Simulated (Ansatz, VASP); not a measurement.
# Two plane-wave programs on Ti3Br

```
CELL_PARAMETERS angstrom
4.09061 0.00000 0.00000
0.00000 4.09061 0.00000
0.00000 0.00000 4.09061
ATOMIC_POSITIONS crystal
Ti 0.50000 0.00000 0.00000
Ti 0.00000 0.50000 0.00000
Ti 0.00000 0.00000 0.50000
Br 0.50000 0.50000 0.50000
```

Alike in both runs: functional PBE; k mesh 4 × 4 × 4; occupations gaussian, width 0.1 eV; collinear spin.

Ansatz relaxed the structure, and its values are those at the end. VASP's run is a single point on that final structure, the one shown.

```csv
,VASP,Ansatz
version,VASP 6.6.1,Ansatz 0.2.0
potentials or method,"VASP PAW PBE potentials, release 64 (Ti_sv, Br), cutoff 520 eV","scalar-relativistic, plane waves, PAW"
valence electrons in the cell,43,43
```

```csv
,VASP,Ansatz,Ansatz less VASP
gap on the k mesh at the Fermi level (eV),none,none,-
pressure (GPa),-0.3,-0.3,+0.03
net moment per atom (μB),0.00,0.00,-0.001
```

A gap of «none» marks a metal or a gap that the smearing closes. Ansatz's warnings: seeded moment not kept.

The k mesh is coarse, so the values compare programs but aren't converged.
